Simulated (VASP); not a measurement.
# C (Fd-3m) in VASP: settings compared, part 2 of 3

VASP 6.6.1. The steps go on from the part before.

**4. Single point, LDA**

This run uses another cell than the first one, of 5.67 Å³/atom, 1.010 times its volume.

INCAR

```
SYSTEM = C
  PREC = Accurate
  ENCUT = 910
  EDIFF = 1E-6
  ISMEAR = -1
  SIGMA = 0.05
  LREAL = .FALSE.
  LASPH = .TRUE.
  NELM = 120
  ALGO = Normal
  ISIF = 2
  LWAVE = .FALSE.
  LCHARG = .FALSE.
  GGA = CA
  NBANDS = 11
  GGA_COMPAT = .FALSE.
```

KPOINTS

```
regular mesh
0
G
  7 7 7
  0 0 0
```

POSCAR

```
C
1.0
    0.0000000000      1.7833700000      1.7833700000
    1.7833700000      0.0000000000      1.7833700000
    1.7833700000      1.7833700000      0.0000000000
C
2
Direct
    0.7500000000      0.7500000000      0.7500000000
    0.5000000000      0.5000000000      0.5000000000
```

Potentials or basis: VASP PAW LDA potentials, release 64 (C_h).

Run with:

```console
$ cat potpaw_LDA.64/C_h/POTCAR > POTCAR
$ mpirun -np 1 vasp_std > vasp.out
```

OUTCAR:

```text
SYSTEM = C
   PREC = Accurate
   ENCUT = 910
   EDIFF = 1E-6
   ISMEAR = -1
   LREAL = .FALSE.
   LASPH = .TRUE.
   NELM = 120
   ISIF = 2
   GGA = CA

 ion  position               nearest neighbor table
   1  0.750  0.750  0.750-
   2  0.500  0.500  0.500-

  LATTYP: Found a face centered cubic cell.
 ALAT       =     3.5667400000

  Lattice vectors:

 A1 = (   0.0000000000,   1.7833700000,   1.7833700000)
 A2 = (   1.7833700000,   0.0000000000,   1.7833700000)
 A3 = (   1.7833700000,   1.7833700000,   0.0000000000)

Analysis of symmetry for initial positions (statically):
=====================================================================
 Subroutine PRICEL returns:
 Original cell was already a primitive cell.

 Routine SETGRP: Setting up the symmetry group for a
 face centered cubic supercell.

 Subroutine GETGRP returns: Found 48 space group operations
 (whereof 24 operations were pure point group operations)
 out of a pool of 48 trial point group operations.

The static configuration has the point symmetry T_d .
 The point group associated with its full space group is O_h .

Analysis of symmetry for dynamics (positions and initial velocities):
=====================================================================
 Subroutine PRICEL returns:
 Original cell was already a primitive cell.

 Routine SETGRP: Setting up the symmetry group for a
 face centered cubic supercell.

 Subroutine GETGRP returns: Found 48 space group operations
 (whereof 24 operations were pure point group operations)
 out of a pool of 48 trial point group operations.

The dynamic configuration has the point symmetry T_d .
 The point group associated with its full space group is O_h .

 Subroutine INISYM returns: Found 48 space group operations
 (whereof 24 operations are pure point group operations),
 and found     1 'primitive' translations

----------------------------------------------------------------------------------------
[... 113 lines left out ...]
   GGA     = CA    functional components
   LHFCALC =     F    Hartree Fock is set to
   AEXX    =    0.0000 exact exchange contribution
   IVDW    =     0    specifies the selected vdW correction
   LEPSILON=     F    determine dielectric tensor
   LRPA    =     F    only Hartree local field effects (RPA)
 non-spin polarized calculation
  energy-cutoff  :      910.00
  volume of cell :       11.34
 maximum number of plane-waves:       725
 NGX is ok and might be reduce to    28
   NGX = 13   NGY = 13   NGZ = 13

 number of electron       8.0000000 magnetization

 Free energy of the ion-electron system (eV)
  ---------------------------------------------------
  ext. energy  EPLUGINS =         0.00000000
  ---------------------------------------------------
  free energy    TOTEN  =       -20.25281344 eV

  energy without entropy =      -20.25281344  energy(sigma->0) =      -20.25281344

 E-fermi :  11.8450     XC(G=0): -13.6496

 val. band max:       10.8673418217   @ k =   0.0000   0.0000   0.0000
 cond. band min:      15.0911162773   @ k =   0.4286   0.4286   0.0000
 fundamental gap:      4.2237744556
 Fermi energy:        11.8450086351

 k-point     1 :       0.0000    0.0000    0.0000
  band No.  band energies     occupation
      1     -10.4527      2.00000
      2      10.8673      2.00000
      3      10.8673      2.00000
      4      10.8673      2.00000
      5      16.4105      0.00000
      6      16.4105      0.00000
      7      16.4105      0.00000
      8      24.4174      0.00000
      9      29.8723      0.00000
     10      37.4867      0.00000
     11      37.4867      0.00000
[... 253 lines left out ...]
 k-point    20 :      -0.2857    0.4286    0.1429
  band No.  band energies     occupation
      1      -1.9478      2.00000
      2      -0.3222      2.00000
      3       1.6857      2.00000
      4       4.2671      2.00000
      5      18.9248      0.00000
      6      22.4634      0.00000
      7      23.6247      0.00000
      8      24.4465      0.00000
      9      29.8906      0.00000
     10      33.4408      0.00000
     11      38.4966      0.00000

------------------------ aborting loop because EDIFF is reached ----------------------------------------

  FORCE on cell =-STRESS in cart. coord.  units (eV):
  Direction    XX          YY          ZZ          XY          YZ          ZX
  --------------------------------------------------------------------------------------
  -------------------------------------------------------------------------------------
  Total       -0.8834130     -0.8834130     -0.8834130      0.0000000     -0.0000000      0.0000000
  in kB     -124.7728190   -124.7728190   -124.7728190      0.0000000     -0.0000000      0.0000000
  external PRESSURE =    -124.7728190 kB  Pullay stress =       0.0000000 kB

 VOLUME and BASIS-vectors are now :
 -----------------------------------------------------------------------------
  energy-cutoff  :      910.00
  volume of cell :       11.34
      direct lattice vectors                 reciprocal lattice vectors
     0.000000000  1.783370000  1.783370000    -0.280368067  0.280368067  0.280368067
     1.783370000  0.000000000  1.783370000     0.280368067 -0.280368067  0.280368067
     1.783370000  1.783370000  0.000000000     0.280368067  0.280368067 -0.280368067

 POSITION                                       TOTAL-FORCE (eV/Angst)
 -----------------------------------------------------------------------------------
      2.67505      2.67505      2.67505        -0.000000     -0.000000     -0.000000
      1.78337      1.78337      1.78337         0.000000      0.000000      0.000000
 -----------------------------------------------------------------------------------
    total drift:                                0.000000      0.000000     -0.000000

  FREE ENERGIE OF THE ION-ELECTRON SYSTEM (eV)
  ---------------------------------------------------
  free  energy   TOTEN  =       -20.2528134417 eV

  energy  without entropy=      -20.2528134416  energy(sigma->0) =      -20.25281344
```

Run time: 4.2 s. Hardware: 1 thread of Intel Xeon 6975P-C (Granite Rapids), shared host; peak memory 0.13 GiB.

What came out:

```
Free energy            : -20.2528 eV
Pressure               : -12.5 GPa
Band gap on the k mesh : 4.22 eV, indirect (least direct gap 5.54 eV)
```

Caveat: the k points lie up to 0.44 Å⁻¹ apart; the cutoff is under 1.25 times the usual one of these potentials, so pressure, stress and relaxed cells hold a basis-set (Pulay) error.

**5. Single point, PBEsol+D4**

This run uses another cell than the first one, of 5.67 Å³/atom, 1.010 times its volume.

INCAR

```
SYSTEM = C
PREC     = Accurate       ! precision mode
ENCUT    = 910            ! plane-wave cutoff, eV
EDIFF    = 1E-6           ! SCF threshold, eV
ISMEAR   = -1             ! smearing method
SIGMA    = 0.05           ! smearing width, eV
LREAL    = .False.        ! projectors in reciprocal space
LASPH    = .True.         ! aspherical terms in the spheres
NELM     = 120            ! most SCF steps
ALGO     = Normal         ! electronic algorithm
ISIF     = 2              ! what is computed and relaxed
LWAVE    = .False.        ! write WAVECAR
LCHARG   = .False.        ! write CHGCAR
GGA      = PS             ! functional
IVDW     = 13             ! dispersion correction
NBANDS   = 11             ! bands
GGA_COMPAT= .False.
```

KPOINTS

```
regular mesh
0
Gamma
  13 13 13
  0 0 0
```

POSCAR is that of step 4.

Potentials or basis: VASP PAW PBE potentials, release 64 (C_h).

Run with:

```console
$ cat potpaw_PBE.64/C_h/POTCAR > POTCAR
$ mpirun -np 1 vasp_std > vasp.out
```

OUTCAR:

```text
SYSTEM = C
   PREC = Accurate
   ENCUT = 910
   EDIFF = 1E-6
   ISMEAR = -1
   LREAL = .False.
   LASPH = .True.
   NELM = 120
   ISIF = 2
   GGA = PS
   IVDW = 13

 ion  position               nearest neighbor table
   1  0.750  0.750  0.750-
   2  0.500  0.500  0.500-

  LATTYP: Found a face centered cubic cell.
 ALAT       =     3.5667400000

  Lattice vectors:

 A1 = (   0.0000000000,   1.7833700000,   1.7833700000)
 A2 = (   1.7833700000,   0.0000000000,   1.7833700000)
 A3 = (   1.7833700000,   1.7833700000,   0.0000000000)

Analysis of symmetry for initial positions (statically):
=====================================================================
 Subroutine PRICEL returns:
 Original cell was already a primitive cell.

 Routine SETGRP: Setting up the symmetry group for a
 face centered cubic supercell.

 Subroutine GETGRP returns: Found 48 space group operations
 (whereof 24 operations were pure point group operations)
 out of a pool of 48 trial point group operations.

The static configuration has the point symmetry T_d .
 The point group associated with its full space group is O_h .

Analysis of symmetry for dynamics (positions and initial velocities):
=====================================================================
 Subroutine PRICEL returns:
 Original cell was already a primitive cell.

 Routine SETGRP: Setting up the symmetry group for a
 face centered cubic supercell.

 Subroutine GETGRP returns: Found 48 space group operations
 (whereof 24 operations were pure point group operations)
 out of a pool of 48 trial point group operations.

The dynamic configuration has the point symmetry T_d .
 The point group associated with its full space group is O_h .

 Subroutine INISYM returns: Found 48 space group operations
 (whereof 24 operations are pure point group operations),
 and found     1 'primitive' translations

----------------------------------------------------------------------------------------

                                     Primitive cell

  volume of cell :      11.3437

  direct lattice vectors                    reciprocal lattice vectors
     0.000000000  1.783370000  1.783370000    -0.280368067  0.280368067  0.280368067
     1.783370000  0.000000000  1.783370000     0.280368067 -0.280368067  0.280368067
     1.783370000  1.783370000  0.000000000     0.280368067  0.280368067 -0.280368067

  length of vectors
     2.522066041  2.522066041  2.522066041     0.485611737  0.485611737  0.485611737

  position of ions in fractional coordinates (direct lattice)
     0.750000000  0.750000000  0.750000000
     0.500000000  0.500000000  0.500000000

  ion indices of the primitive-cell ions
   primitive index   ion index
                 1           1
                 2           2

----------------------------------------------------------------------------------------

 KPOINTS: regular mesh

Automatic generation of k-mesh.
 Grid dimensions read from file:
 generate k-points for:   13   13   13

 Generating k-lattice:

  Cartesian coordinates                     Fractional coordinates (reciprocal lattice)
    -0.021566774  0.021566774  0.021566774     0.076923077  0.000000000  0.000000000
[... 39 lines left out ...]
  0.461538  0.153846  0.000000     24.000000
 [... further k-points ...]
   k-points           NKPTS =     84   k-points in BZ     NKDIM =     84   number of bands    NBANDS=     11
   number of dos      NEDOS =    301   number of ions     NIONS =      2
   total plane-waves  NPLWV =  21952
   dimension x,y,z NGX =    28 NGY =   28 NGZ =   28
   dimension x,y,z NGXF=    56 NGYF=   56 NGZF=   56
   ions per type =               2
   NGX,Y,Z   is equivalent  to a cutoff of  18.46, 18.46, 18.46 a.u.
   NGXF,Y,Z  is equivalent  to a cutoff of  36.91, 36.91, 36.91 a.u.
 SYSTEM =  C
   PREC   = accura    normal or accurate (medium, high low for compatibility)
   ISTART =      0    job   : 0-new  1-cont  2-samecut
   ICHARG =      2    charge: 1-file 2-atom 10-const
   ISPIN  =      1    spin polarized calculation?
   LNONCOLLINEAR =      F non collinear calculations
   LSORBIT =      F    spin-orbit coupling
   LASPH  =      T    aspherical Exc in radial PAW
   ENCUT  =  910.0 eV  66.88 Ry    8.18 a.u.   6.20  6.20  6.20*2*pi/ulx,y,z
   NELM   =    120;   NELMIN=  2; NELMDL= -5     # of ELM steps
   EDIFF  = 0.1E-05   stopping-criterion for ELM
   LREAL  =      F    real-space projection
   EDIFFG = 0.1E-04   stopping-criterion for IOM
   NSW    =      0    number of steps for IOM
   IBRION =     -1    ionic relax: 0-MD 1-quasi-New 2-CG
   NFREE  =      0    steps in history (QN), initial steepest desc. (CG)
   ISIF   =      2    stress and relaxation
   ISYM   =      2    0-nonsym 1-usesym 2-fastsym
   POTIM  = 0.5000    time-step for ionic-motion
   TEBEG  =    0.0;   TEEND  =   0.0 temperature during run
   PSTRESS=    0.0 pullay stress
   NELECT =       8.0000    total number of electrons
   NUPDOWN=      -1.0000    fix difference up-down
   EMIN   =  10.00;   EMAX   =-10.00  energy-range for DOS
   EFERMI =   0.00;   METHOD = LEGACY
   ISMEAR =    -1;   SIGMA  =   0.05  broadening in eV -4-tet -1-fermi 0-gaus
   EFERMI_NEDOS =   21; number of points for ismear=-14 and -15
   IALGO  =     38    algorithm
   IMIX   =      4    mixing-type and parameters
     AMIX     =   0.40;   BMIX     =  1.00
     AMIX_MAG =   1.60;   BMIX_MAG =  1.00
  volume/ion in A,a.u.               =       5.67        38.28
  Fermi-wavevector in a.u.,A,eV,Ry     =   1.457203  2.753714 28.891161  2.123440
  Thomas-Fermi vector in A             =   2.574032
   LORBIT       =      0    0 simple, 1 ext, 2 COOP (PROOUT), +10 PAW based schemes
   GGA     = PS    functional components
   LHFCALC =     F    Hartree Fock is set to
   AEXX    =    0.0000 exact exchange contribution
   IVDW    =    13    specifies the selected vdW correction
   LEPSILON=     F    determine dielectric tensor
   LRPA    =     F    only Hartree local field effects (RPA)
 non-spin polarized calculation
  energy-cutoff  :      910.00
  volume of cell :       11.34
 maximum number of plane-waves:       725
 NGX is ok and might be reduce to    28
   NGX = 13   NGY = 13   NGZ = 13

 number of electron       8.0000000 magnetization

 Free energy of the ion-electron system (eV)
  ---------------------------------------------------
  ext. energy  EPLUGINS =         0.00000000
  ---------------------------------------------------
  free energy    TOTEN  =       -19.27481179 eV

  energy without entropy =      -19.27481179  energy(sigma->0) =      -19.27481179

 E-fermi :  11.8119     XC(G=0): -13.5733

 val. band max:       10.9189812769   @ k =   0.0000   0.0000   0.0000
 cond. band min:      14.9353207919   @ k =   0.3846   0.3846   0.0000
 fundamental gap:      4.0163395150
 Fermi energy:        11.8118909186

 k-point     1 :       0.0000    0.0000    0.0000
  band No.  band energies     occupation
      1     -10.5999      2.00000
      2      10.9190      2.00000
      3      10.9190      2.00000
      4      10.9190      2.00000
      5      16.4639      0.00000
      6      16.4639      0.00000
      7      16.4639      0.00000
      8      24.2944      0.00000
      9      29.8818      0.00000
     10      37.3549      0.00000
     11      37.3549      0.00000
[... 309 lines left out ...]
 k-point    24 :       0.4615    0.1538    0.0000
  band No.  band energies     occupation
      1      -5.5624      2.00000
      2      -0.3678      2.00000
      3       6.4727      2.00000
      4       6.9959      2.00000
      5      17.8989      0.00000
      6      21.4491      0.00000
      7      21.7949      0.00000
      8      24.7047      0.00000
      9      31.2884      0.00000
     10      34.0659      0.00000
     11      37.8099      0.00000

 [... further k-points ...]

------------------------ aborting loop because EDIFF is reached ----------------------------------------

  DFT-D4 for vdW energy calculation

  Edisp (eV):   -0.23779

  FORCE on cell =-STRESS in cart. coord.  units (eV):
  Direction    XX          YY          ZZ          XY          YZ          ZX
  --------------------------------------------------------------------------------------
  -------------------------------------------------------------------------------------
  Total      -0.55547    -0.55547    -0.55547     0.00000    -0.00000     0.00000
  in kB     -78.45481   -78.45481   -78.45481     0.00000    -0.00000     0.00000
  external pressure =      -78.45 kB  Pullay stress =        0.00 kB

 VOLUME and BASIS-vectors are now :
 -----------------------------------------------------------------------------
  energy-cutoff  :      910.00
  volume of cell :       11.34
      direct lattice vectors                 reciprocal lattice vectors
     0.000000000  1.783370000  1.783370000    -0.280368067  0.280368067  0.280368067
     1.783370000  0.000000000  1.783370000     0.280368067 -0.280368067  0.280368067
     1.783370000  1.783370000  0.000000000     0.280368067  0.280368067 -0.280368067

 POSITION                                       TOTAL-FORCE (eV/Angst)
 -----------------------------------------------------------------------------------
      2.67505      2.67505      2.67505        -0.000000     -0.000000     -0.000000
      1.78337      1.78337      1.78337         0.000000      0.000000      0.000000
 -----------------------------------------------------------------------------------
    total drift:                                0.000000      0.000000     -0.000000

  FREE ENERGIE OF THE ION-ELECTRON SYSTEM (eV)
  ---------------------------------------------------
  free  energy   TOTEN  =       -19.5125973707 eV

  energy  without entropy=      -19.5125973706  energy(sigma->0) =      -19.51259737
```

Run time: 16 s. Hardware: 1 thread of Intel Xeon Platinum 8375C at 2.90GHz (Ice Lake), shared host; peak memory 0.15 GiB.

Results:

```
Free energy                : -19.5126 eV
Pressure                   : -7.8 GPa
Band gap on the k mesh     : 4.02 eV, indirect (least direct gap 5.54 eV)
Dispersion energy per atom : -0.119 eV
```

Caveat: the cutoff is under 1.25 times the usual one of these potentials, so pressure, stress and relaxed cells hold a basis-set (Pulay) error; the PAW data sets were made with another functional, which shifts forces and pressure a little. A k mesh can miss the band edges.

(Part 2 of 3 ends here.)
